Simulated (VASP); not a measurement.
The system is AlN.

```xyz
4
Lattice="3.0577 0.0000 0.0000 -1.5289 2.6480 0.0000 0.0000 0.0000 5.5368" Properties=species:S:1:pos:R:3 pbc="T T T"
Al    0.0000    1.7654    0.0084
Al    1.5289    0.8827    2.7768
N     0.0000    1.7654    2.1232
N     1.5289    0.8827    4.8916
```

- Program: VASP 6.6.1
- Task: relaxation of the atoms
- Functional: LDA
- Potentials or basis: VASP PAW LDA potentials, release 64 (Al, N)
- Cutoff: 520 eV
- k mesh: 9 × 9 × 6
- Occupations: gaussian, width 0.05 eV
- Spin: no spin polarisation

At the start: pressure -11.9 GPa; volume 11.21 Å³/atom.

Question: How do energy, volume and symmetry change on relaxing?

Answer: Over 3 steps the energy falls by 5.3 meV/atom; space group P6_3mc (No. 186, to 0.1 Å) before and after.

The path:
```
step  energy change (eV)  largest force (eV/Å)  pressure (GPa)
   1              0.0000                0.3726          -11.95
   2             -0.0186                0.1387          -13.21
   3             -0.0212                0.0015          -13.81
```

Final structure:
```yaml
crystal:
  lattice:
    - [3.05770, 0.00000, 0.00000]
    - [-1.52885, 2.64805, 0.00000]
    - [0.00000, 0.00000, 5.53680]
  atoms:
    - { symbol: Al, position: [0.33333, 0.66667, 0.00649] }
    - { symbol: Al, position: [0.66667, 0.33333, 0.50649] }
    - { symbol: N, position: [0.33333, 0.66667, 0.37851] }
    - { symbol: N, position: [0.66667, 0.33333, 0.87851] }
```
